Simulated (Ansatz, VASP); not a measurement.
**One calculation of Be, two programs**

```
Be
1.0
     0.00000    1.57786    1.57786
     1.57786    0.00000    1.57786
     1.57786    1.57786    0.00000
Be
1
Direct
  0.00000 0.00000 0.00000
```

Alike in both runs: functional PBE; k mesh 20 × 20 × 20; occupations gaussian, width 0.02 eV; no spin polarisation.

Ansatz relaxed the structure, and its values are those at the end. VASP's run is a single point on that final structure, the one shown.

|  | VASP | Ansatz |
| --- | --- | --- |
| version | VASP 6.6.1 | Ansatz 0.2.0 |
| potentials or method | VASP PAW PBE potentials, release 64 (Be), cutoff 520 eV | scalar-relativistic, plane waves, PAW |
| valence electrons in the cell | 2 | 2 |

|  | VASP | Ansatz | Ansatz less VASP |
| --- | --- | --- | --- |
| gap on the k mesh at the Fermi level (eV) | none | none | - |
| pressure (GPa) | 0.2 | 0.0 | -0.15 |

A gap of «none» marks a metal or a gap that the smearing closes.
